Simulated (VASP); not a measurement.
A run of VASP 6.6.1 is set up as follows.

INCAR

```
SYSTEM = TiO
PREC = Accurate
ENCUT = 520
EDIFF = 1E-7
ISMEAR = 0
SIGMA = 0.1
LREAL = .False.
LASPH = .True.
NELM = 60
ALGO = Normal
ISIF = 2
LWAVE = .False.
LCHARG = .True.
GGA = PS
LELF = .True.
LVHAR = .True.
NBANDS = 16
```

The input KPOINTS:

```
Automatic mesh
0
Gamma
  18 18 16
  0 0 0
```

Contents of POSCAR:

```
TiO
1.0
    2.8851776953      0.0000000000      0.0000000000
   -1.4425888476      2.4986371786      0.0000000000
    0.0000000000      0.0000000000      2.8717541475
Ti O
1 1
Direct
    0.6666666667      0.3333333333      0.0000000000
    0.0000000000      0.0000000000      0.5000000000
```

Potentials or basis: VASP PAW PBE potentials, release 64 (Ti_sv, O).

Launch:

```sh
$ cat potpaw_PBE.64/Ti_sv/POTCAR potpaw_PBE.64/O/POTCAR > POTCAR
$ mpirun -np 1 vasp_std > vasp.out
```

What does it give for the band gap on the k mesh?

Zero (band 9 reaches 10.41 eV, above the bottom of band 10 at 10.35 eV).

Estimate the pressure.

-19.3 GPa.

Stress tensor (GPa, compression positive):
```
-19.38   0.00   0.00
  0.00 -19.38   0.00
  0.00   0.00 -19.27
```

Caveat: the PAW data sets were made with another functional, which shifts forces and pressure a little; semilocal functionals often make such compounds metallic where correlation or magnetic order opens a gap, which also shifts bond lengths.
